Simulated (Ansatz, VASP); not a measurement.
# One calculation of MoS2, two programs

```
Mo S
1.0
     3.12535    0.00000    0.00000
    -1.56268    2.70663    0.00000
     0.00000    0.00000    6.68534
Mo S
1 2
Direct
  0.00000 0.00000 0.50000
  0.33333 0.66667 0.25340
  0.66667 0.33333 0.74660
```

Alike in both runs: task single point; functional r2SCAN; k mesh 18 × 18 × 8; occupations gaussian, width 0.15 eV; no spin polarisation.

|  | VASP | Ansatz |
| --- | --- | --- |
| version | VASP 6.6.1 | Ansatz 0.2.0 |
| potentials or method | VASP PAW PBE potentials, release 64 (Mo_sv, S), cutoff 520 eV | scalar-relativistic, plane waves, PAW |
| valence electrons in the cell | 26 | 26 |

|  | VASP | Ansatz | Ansatz less VASP |
| --- | --- | --- | --- |
| gap on the k mesh at the Fermi level (eV) | none | none | - |
| pressure (GPa) | -1.3 | -1.4 | -0.05 |
| traceless stress, the component that is largest in VASP (GPa) | -5.39 | -5.35 | +0.045 |
| rms of the force components (eV/Å) | 0.333 | 0.336 | +0.0024 |

VASP's potentials were made for PBE, not for r2SCAN. Atom by atom the forces differ by 0.002 eV/Å (rms over components). A gap of «none» marks a metal or a gap that the smearing closes. With one functional, cell and mesh, what is left measures potentials, basis and numerics.
